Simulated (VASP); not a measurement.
Here is a VASP 6.6.1 calculation.

The input INCAR:

```
ALGO = Normal
EDIFF = 1E-8
ENCUT = 520
GGA_COMPAT = False
ISIF = 2
ISMEAR = -1
LASPH = True
LCHARG = False
LEFG = True
LREAL = False
LWAVE = False
NBANDS = 28
NELM = 120
PREC = Accurate
SIGMA = 0.01
```

The input KPOINTS:

```
k-points
0
Gamma
  5 5 5
```

POSCAR

```
KTaO3
1.0
    4.0407836503      0.0000000000      0.0000000000
    0.0000000000      4.0407836503      0.0000000000
    0.0000000000      0.0000000000      4.0407836503
K Ta O
1 1 3
Direct
    0.5000000000      0.5000000000      0.5000000000
    0.0000000000      0.0000000000      0.0000000000
    0.5000000000      0.0000000000      0.0000000000
    0.0000000000      0.5000000000      0.0000000000
    0.0000000000      0.0000000000      0.5000000000
```

Potentials or basis: VASP PAW LDA potentials, release 64 (K_sv, Ta_sv_GW, O).

Command:

```console
$ cat potpaw_LDA.64/K_sv/POTCAR potpaw_LDA.64/Ta_sv_GW/POTCAR potpaw_LDA.64/O/POTCAR > POTCAR
$ mpirun -np 1 vasp_std > vasp.out
```

Problem. Estimate the pressure.

Solution. -12.0 GPa.

Problem. Predict the band gap on the k mesh.

Solution. 2.07 eV (least direct gap 2.60 eV).

Electric field gradients, principal values (V/Å²):
| atom | least | middle | greatest (by size) |
| --- | --- | --- | --- |
| 1 K | 0.000 | 0.000 | 0.000 |
| 2 Ta | 0.000 | 0.000 | 0.000 |
| 3 O | -10.031 | -10.031 | 20.062 |
| 4 O | -10.031 | -10.031 | 20.062 |
| 5 O | -10.031 | -10.031 | 20.062 |

Caveat: the cell stands under tension; without QUAD_EFG the Cq values of the log hold for a quadrupole moment of 1 mb, not for the nuclei; spin-orbit coupling is left out, which moves the levels of the heavy elements; an odd mesh through Γ misses points on the zone boundary, where band edges can lie.
